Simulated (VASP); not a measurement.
Here is a VASP 6.6.1 calculation.

Contents of POSCAR:

```
BN
1.0
    2.5051775940      0.0000000000      0.0000000000
   -1.2525887970      2.1695474374      0.0000000000
    0.0000000000      0.0000000000      4.2138415940
B N
2 2
Direct
    0.3333333333      0.6666666667     -0.0001657249
    0.6666666667      0.3333333333      0.4998342751
    0.3333333333      0.6666666667      0.3741657249
    0.6666666667      0.3333333333      0.8741657249
```

Contents of INCAR.step1:

```
SYSTEM = BN
PREC = Accurate ; ENCUT = 520
ISMEAR = 0 ; SIGMA = 0.01
LREAL = .FALSE. ; LASPH = .TRUE.
NELM = 100 ; NBANDS = 16
GGA = PE ; ALGO = Normal
EDIFF = 1E-4 ; LWAVE = .TRUE.
LCHARG = .FALSE.
```

INCAR.step2

```
SYSTEM = BN
PREC = Accurate ; ENCUT = 520
EDIFF = 1E-6 ; ISMEAR = 0
SIGMA = 0.01 ; LREAL = .FALSE.
LASPH = .TRUE. ; NELM = 100
ALGO = Normal ; ISIF = 2
LWAVE = .FALSE. ; LCHARG = .TRUE.
METAGGA = R2SCAN ; LMIXTAU = .TRUE.
LELF = .TRUE. ; LVHAR = .TRUE.
NBANDS = 16 ; ISTART = 1
```

KPOINTS

```
regular mesh
0
G
  9 9 6
  0 0 0
```

Potentials or basis: VASP PAW PBE potentials, release 64 (B, N).

Command:

```console
$ cat potpaw_PBE.64/B/POTCAR potpaw_PBE.64/N/POTCAR > POTCAR
$ cp INCAR.step1 INCAR
$ mpirun -np 1 vasp_std > vasp.out
$ cp INCAR.step2 INCAR
$ mpirun -np 1 vasp_std > vasp.out
```

Task: What does it give for the band gap on the k mesh?

Result: 5.59 eV (least direct gap 8.91 eV).

Task: Estimate the largest force.

Result: 0.013 eV/Å.

Task: Estimate the pressure.

Result: 13.4 GPa.

Stress tensor (GPa, compression positive):
```
19.39  0.00  0.00
 0.00 19.39  0.00
 0.00  0.00  1.45
```

Caveat: the stress differs along the axes, from 1 to 19 GPa; the PAW data sets were made with another functional, which shifts forces and pressure a little. A k mesh can miss the band edges.
